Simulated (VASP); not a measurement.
# Cr (Im-3m) in VASP: a series of runs

The runs below take Cr through single point, with LDA.

All numbers are computed with VASP 6.6.1; they aren't measurements. Logs are shortened: lines on timing, memory, paths and dates and some standing lists are left out, and cuts for length are marked.

### Step 1. The cell of the first run

Symmetry: Im-3m, No. 229, cubic system. The conventional cell has a = 2.969 Å, b = 2.969 Å, c = 2.969 Å, α = 90.00°, β = 90.00°, γ = 90.00°. Cr (site symmetry m-3m) has 14 Cr at 2.57 to 2.97 Å within 3.4 Å.

### Step 2. Single point, LDA, collinear spin, antiferromagnetic start

The input, INCAR:

```
SYSTEM = Cr
PREC = Accurate ; ENCUT = 520
EDIFF = 1E-6 ; ISMEAR = -1
SIGMA = 0.05 ; LREAL = .False.
LASPH = .True. ; NELM = 150
ALGO = Normal ; ISIF = 2
LWAVE = .False. ; LCHARG = .False.
ISPIN = 2 ; MAGMOM = -3 3
LORBIT = 11 ; LMAXMIX = 4
NBANDS = 23
```

The input, KPOINTS:

```
Automatic mesh
0
Gamma
  12 12 12
  0 0 0
```

The input, POSCAR:

```
Cr
1.0
    2.9688993551      0.0000000000      0.0000000000
    0.0000000000      2.9688993551      0.0000000000
    0.0000000000      0.0000000000      2.9688993551
Cr
2
Direct
    0.0000000000      0.0000000000      0.0000000000
    0.5000000000      0.5000000000      0.5000000000
```

Potentials or basis: VASP PAW LDA potentials, release 64 (Cr_pv).

On the command line:

```
cat potpaw_LDA.64/Cr_pv/POTCAR > POTCAR
mpirun -np 1 vasp_std > vasp.out
```

OUTCAR:

```text
SYSTEM = Cr
   PREC = Accurate
   ENCUT = 520
   EDIFF = 1E-6
   ISMEAR = -1
   LREAL = .False.
   LASPH = .True.
   NELM = 150
   ISIF = 2
   ISPIN = 2
   LORBIT = 11

 ion  position               nearest neighbor table
   1  0.000  0.000  0.000-   2 2.57   2 2.57   2 2.57   2 2.57   2 2.57   2 2.57   2 2.57   2 2.57

   2  0.500  0.500  0.500-   1 2.57   1 2.57   1 2.57   1 2.57   1 2.57   1 2.57   1 2.57   1 2.57

  LATTYP: Found a simple cubic cell.
 ALAT       =     2.9688993551

  Lattice vectors:

 A1 = (   2.9688993551,   0.0000000000,   0.0000000000)
 A2 = (   0.0000000000,   2.9688993551,   0.0000000000)
 A3 = (   0.0000000000,   0.0000000000,   2.9688993551)

Analysis of symmetry for initial positions (statically):
=====================================================================
 Subroutine PRICEL returns following result:

  LATTYP: Found a body centered cubic cell.
 ALAT       =     2.9688993551
[... 12 lines left out ...]
 Subroutine GETGRP returns: Found 48 space group operations
[... 5 lines left out ...]
Analysis of symmetry for dynamics (positions and initial velocities):
=====================================================================
 Subroutine PRICEL returns following result:

  LATTYP: Found a body centered cubic cell.
 ALAT       =     2.9688993551
[... 12 lines left out ...]
 Subroutine GETGRP returns: Found 48 space group operations
 (whereof 48 operations were pure point group operations)
 out of a pool of 48 trial point group operations.

The dynamic configuration has the point symmetry O_h .

Analysis of structural, dynamic, and magnetic symmetry:
=====================================================================
 Subroutine PRICEL returns following result:

  LATTYP: Found a body centered cubic cell.
 ALAT       =     2.9688993551
[... 12 lines left out ...]
 Subroutine GETGRP returns: Found 48 space group operations
 (whereof 48 operations were pure point group operations)
 out of a pool of 48 trial point group operations.

The overall configuration has the point symmetry O_h .

 Subroutine INISYM returns: Found 48 space group operations
 (whereof 48 operations are pure point group operations),
 and found     2 'primitive' translations

----------------------------------------------------------------------------------------

                                     Primitive cell

  volume of cell :      13.0845

  direct lattice vectors                    reciprocal lattice vectors
     1.484449678  1.484449678 -1.484449678     0.336825160  0.336825160  0.000000000
    -1.484449678  1.484449678  1.484449678    -0.000000000  0.336825160  0.336825160
     1.484449678 -1.484449678  1.484449678     0.336825160  0.000000000  0.336825160

  length of vectors
     2.571142263  2.571142263  2.571142263     0.476342709  0.476342709  0.476342709

  position of ions in fractional coordinates (direct lattice)
     0.000000000  0.000000000  0.000000000

[... 98 lines left out ...]
  Thomas-Fermi vector in A             =   2.689235
   LORBIT       =     11    0 simple, 1 ext, 2 COOP (PROOUT), +10 PAW based schemes
   GGA     = CA    functional components
   LHFCALC =     F    Hartree Fock is set to
   AEXX    =    0.0000 exact exchange contribution
   IVDW    =     0    specifies the selected vdW correction
   LEPSILON=     F    determine dielectric tensor
   LRPA    =     F    only Hartree local field effects (RPA)
 spin polarized calculation
  energy-cutoff  :      520.00
  volume of cell :       26.17
 maximum number of plane-waves:       739
 NGX is ok and might be reduce to    24
   NGX = 11   NGY = 11   NGZ = 11

 number of electron      24.0000016 magnetization      -0.0000000

 number of electron      24.0000016 magnetization       0.0000000

 Free energy of the ion-electron system (eV)
  ---------------------------------------------------
  ext. energy  EPLUGINS =         0.00000000
  ---------------------------------------------------
  free energy    TOTEN  =       -20.66513396 eV

  energy without entropy =      -20.65913242  energy(sigma->0) =      -20.66213319

 E-fermi :   9.0736     XC(G=0): -13.2731

 val. band max:        9.0127719937   @ k =   0.5000   0.4167   0.0833
 cond. band min:       9.0924504983   @ k =   0.3333   0.0833   0.0000
 fundamental gap:      0.0796785047
 Fermi energy:         9.0735711615

 spin component 1

 k-point     1 :       0.0000    0.0000    0.0000
  band No.  band energies     occupation
      1     -34.0602      1.00000
      2     -34.0602      1.00000
      3     -34.0602      1.00000
      4     -32.9455      1.00000
      5     -32.9455      1.00000
      6     -32.9455      1.00000
[... 613 lines left out ...]
     22      20.0807      0.00000
     23      25.5225      0.00000

 [... further k-points ...]

 spin component 2

 k-point     1 :       0.0000    0.0000    0.0000
  band No.  band energies     occupation
      1     -34.0602      1.00000
      2     -34.0602      1.00000
      3     -34.0602      1.00000
      4     -32.9455      1.00000
      5     -32.9455      1.00000
      6     -32.9455      1.00000
[... 613 lines left out ...]
     22      20.0807      0.00000
     23      25.5225      0.00000

 [... further k-points ...]
[... 5 lines left out ...]
  --------------------------------------------------------------------------------------
  -------------------------------------------------------------------------------------
  Total       -5.5217482     -5.5217482     -5.5217482     -0.0000000     -0.0000000     -0.0000000
  in kB     -338.0654211   -338.0654211   -338.0654211     -0.0000000     -0.0000000     -0.0000000
  external PRESSURE =    -338.0654211 kB  Pullay stress =       0.0000000 kB

 VOLUME and BASIS-vectors are now :
 -----------------------------------------------------------------------------
  energy-cutoff  :      520.00
  volume of cell :       26.17
      direct lattice vectors                 reciprocal lattice vectors
     2.968899355  0.000000000  0.000000000     0.336825160  0.000000000  0.000000000
     0.000000000  2.968899355  0.000000000     0.000000000  0.336825160  0.000000000
     0.000000000  0.000000000  2.968899355     0.000000000  0.000000000  0.336825160

 POSITION                                       TOTAL-FORCE (eV/Angst)
 -----------------------------------------------------------------------------------
      0.00000      0.00000      0.00000        -0.000000     -0.000000     -0.000000
      1.48445      1.48445      1.48445         0.000000      0.000000      0.000000
 -----------------------------------------------------------------------------------
    total drift:                                0.000000      0.000000     -0.000000

  FREE ENERGIE OF THE ION-ELECTRON SYSTEM (eV)
  ---------------------------------------------------
  free  energy   TOTEN  =       -20.6651339575 eV

  energy  without entropy=      -20.6591324231  energy(sigma->0) =      -20.66213319

 total charge

# of ion       s       p       d       tot
------------------------------------------
    1        0.389   6.324   4.115  10.829
    2        0.389   6.324   4.115  10.829
--------------------------------------------------
tot          0.778  12.649   8.230  21.657

 magnetization (x)

# of ion       s       p       d       tot
------------------------------------------
    1       -0.013  -0.004  -1.085  -1.102
    2        0.013   0.004   1.085   1.102
--------------------------------------------------
tot          0.000   0.000   0.000   0.000
```

stdout:

```text
POSCAR found type information on POSCAR Cr
 POSCAR found :  1 types and       2 ions
 scaLAPACK will be used
 LDA part: xc-table for (Slater(with rela. corr.)+CA(PZ))
 , standard interpolation
 POSCAR, INCAR and KPOINTS ok, starting setup
 FFT: planning ... GRIDC
 FFT: planning ... GRID_SOFT
 FFT: planning ... GRID
 WAVECAR not read
 entering main loop
```

It took 92 s on 1 thread of Intel Xeon Platinum 8259CL at 2.50GHz (Skylake/Cascade Lake), shared host; peak memory 0.18 GiB.

Results:

- Free energy: -20.6651 eV
- Pressure: -33.8 GPa
- Band gap on the k mesh: zero (filled and empty bands overlap)
- Net moment: 0.00 μB per cell
- Site moments: Cr -1.10, +1.10 μB
- Valence electrons inside the program's atomic spheres: Cr 10.83

### Step 3. Single point, LDA, collinear spin, antiferromagnetic start

The input, INCAR:

```
  PREC = Accurate
  ENCUT = 520
  EDIFF = 1E-7
  ISMEAR = -1
  SIGMA = 0.05
  LREAL = F
  LASPH = T
  NELM = 150
  ALGO = Normal
  ISIF = 2
  LWAVE = F
  LCHARG = F
  ISPIN = 2
  MAGMOM = -1.2 1.2
  LORBIT = 11
  LMAXMIX = 4
  GGA = CA
  NBANDS = 23
```

The input, KPOINTS:

```
Automatic mesh
0
Gamma
  12 12 12
```

POSCAR is that of step 2.

Potentials or basis: VASP PAW LDA potentials, release 64 (Cr_pv).

On the command line:

```
cat potpaw_LDA.64/Cr_pv/POTCAR > POTCAR
mpirun -np 1 vasp_std > vasp.out
```

OUTCAR:

```text
PREC = Accurate
   ENCUT = 520
   EDIFF = 1E-7
   ISMEAR = -1
   LREAL = F
   LASPH = T
   NELM = 150
   ISIF = 2
   ISPIN = 2
   LORBIT = 11
   GGA = CA

 ion  position               nearest neighbor table
   1  0.000  0.000  0.000-   2 2.57   2 2.57   2 2.57   2 2.57   2 2.57   2 2.57   2 2.57   2 2.57

   2  0.500  0.500  0.500-   1 2.57   1 2.57   1 2.57   1 2.57   1 2.57   1 2.57   1 2.57   1 2.57

  LATTYP: Found a simple cubic cell.
 ALAT       =     2.9688993551

  Lattice vectors:

 A1 = (   2.9688993551,   0.0000000000,   0.0000000000)
 A2 = (   0.0000000000,   2.9688993551,   0.0000000000)
 A3 = (   0.0000000000,   0.0000000000,   2.9688993551)

Analysis of symmetry for initial positions (statically):
=====================================================================
 Subroutine PRICEL returns following result:

  LATTYP: Found a body centered cubic cell.
 ALAT       =     2.9688993551
[... 12 lines left out ...]
 Subroutine GETGRP returns: Found 48 space group operations
[... 831 lines left out ...]

 [... further k-points ...]

 spin component 2

 k-point     1 :       0.0000    0.0000    0.0000
  band No.  band energies     occupation
      1     -34.0602      1.00000
      2     -34.0602      1.00000
      3     -34.0602      1.00000
      4     -32.9458      1.00000
      5     -32.9458      1.00000
      6     -32.9458      1.00000
[... 613 lines left out ...]
     22      20.0807      0.00000
     23      25.5225      0.00000

 [... further k-points ...]
[... 5 lines left out ...]
  --------------------------------------------------------------------------------------
  -------------------------------------------------------------------------------------
  Total       -5.5214927     -5.5214927     -5.5214927     -0.0000000     -0.0000000      0.0000000
  in kB     -338.0497785   -338.0497785   -338.0497785     -0.0000000     -0.0000000      0.0000000
  external PRESSURE =    -338.0497785 kB  Pullay stress =       0.0000000 kB

 VOLUME and BASIS-vectors are now :
 -----------------------------------------------------------------------------
  energy-cutoff  :      520.00
  volume of cell :       26.17
      direct lattice vectors                 reciprocal lattice vectors
     2.968899355  0.000000000  0.000000000     0.336825160  0.000000000  0.000000000
     0.000000000  2.968899355  0.000000000     0.000000000  0.336825160  0.000000000
     0.000000000  0.000000000  2.968899355     0.000000000  0.000000000  0.336825160

 POSITION                                       TOTAL-FORCE (eV/Angst)
 -----------------------------------------------------------------------------------
      0.00000      0.00000      0.00000         0.000000      0.000000      0.000000
      1.48445      1.48445      1.48445        -0.000000     -0.000000     -0.000000
 -----------------------------------------------------------------------------------
    total drift:                                0.000000      0.000000     -0.000000

  FREE ENERGIE OF THE ION-ELECTRON SYSTEM (eV)
  ---------------------------------------------------
  free  energy   TOTEN  =       -20.6651339874 eV

  energy  without entropy=      -20.6591300752  energy(sigma->0) =      -20.66213203

 total charge

# of ion       s       p       d       tot
------------------------------------------
    1        0.389   6.324   4.115  10.829
    2        0.389   6.324   4.115  10.829
--------------------------------------------------
tot          0.778  12.649   8.230  21.657

 magnetization (x)

# of ion       s       p       d       tot
------------------------------------------
    1       -0.013  -0.004  -1.085  -1.102
    2        0.013   0.004   1.085   1.102
--------------------------------------------------
tot          0.000   0.000  -0.000  -0.000
```

OSZICAR:

```text
N       E                     dE             d eps       ncg     rms          rms(c)
DAV:   1     0.243440377992E+03    0.24344E+03   -0.13191E+04  7752   0.125E+03
DAV:   2    -0.161302710505E+02   -0.25957E+03   -0.25004E+03  7819   0.375E+02
DAV:   3    -0.242665755773E+02   -0.81363E+01   -0.80716E+01  9499   0.791E+01
DAV:   4    -0.243416374544E+02   -0.75062E-01   -0.74938E-01  8761   0.759E+00
[... 10 lines left out ...]
DAV:  15    -0.206651336538E+02   -0.61882E-05   -0.15681E-04  9370   0.558E-02    0.308E-03
DAV:  16    -0.206651338945E+02   -0.24065E-06   -0.26418E-06  8062   0.141E-02    0.193E-03
DAV:  17    -0.206651338550E+02    0.39525E-07   -0.11661E-05  9112   0.164E-02    0.198E-03
DAV:  18    -0.206651339843E+02   -0.12934E-06   -0.47628E-06  8594   0.115E-02    0.342E-04
DAV:  19    -0.206651339874E+02   -0.30604E-08   -0.43483E-08  4438   0.145E-03
   1 F= -.20665134E+02 E0= -.20662132E+02  d E =-.600391E-02  mag=     0.0000
```

Run time: 99 s. Hardware: 1 thread of Intel Xeon Platinum 8259CL at 2.50GHz (Skylake/Cascade Lake), shared host; peak memory 0.18 GiB.

Results:

```yaml
Free_energy: -20.6651 eV
Pressure: -33.8 GPa
Band_gap_on_the_k_mesh: zero (filled and empty bands overlap)
Net_moment: 0.00 μB per cell
Site_moments: Cr -1.10, +1.10 μB
Valence_electrons_inside_the_program's_atomic_spheres: Cr 10.83
```

[end of part 1 of 2]
